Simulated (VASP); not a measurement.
C, 8 atoms in the cell. Symmetry: Pm-3n, No. 223, cubic system. The conventional cell has a = 3.896 Å, b = 3.896 Å, c = 3.896 Å, α = 90.00°, β = 90.00°, γ = 90.00°. C (site symmetry m-3) has 12 C at 2.18 Å within 2.9 Å. Within 2.6 Å of C (site symmetry -4m2) lie 14 C at 1.95 to 2.39 Å. 

| Property | Result |
| --- | --- |
| Program | VASP 6.6.1 |
| Task | single point |
| Functional | r2SCAN |
| Potentials or basis | VASP PAW PBE potentials, release 64 (C) |
| Cutoff | 520 eV |
| k mesh | 9 × 9 × 9 |
| Occupations | fermi-dirac, width 0.1 eV |
| Spin | no spin polarisation |
| Dipole correction | no |
| Further INCAR settings | ALGO = Normal; EDIFF = 1e-07; NBANDS = 26 |

Potentials or basis: VASP PAW PBE potentials, release 64 (C).

Run with:

```sh
$ cat potpaw_PBE.64/C/POTCAR > POTCAR
$ cp INCAR.step1 INCAR
$ mpirun -np 1 vasp_std > vasp.out
$ cp INCAR.step2 INCAR
$ mpirun -np 1 vasp_std > vasp.out
```

Hardware: 1 thread of Intel(R) Xeon(R) Platinum 8259CL CPU @ 2.50GHz (Skylake/Cascade Lake), on a shared host.

Q: Estimate the wall time of this run.

A: Run time: 3.5 min on 1 thread of Intel(R) Xeon(R) Platinum 8259CL CPU @ 2.50GHz (Skylake/Cascade Lake), with other jobs on the host, peak memory 0.18 GiB. Counts: k points 35.
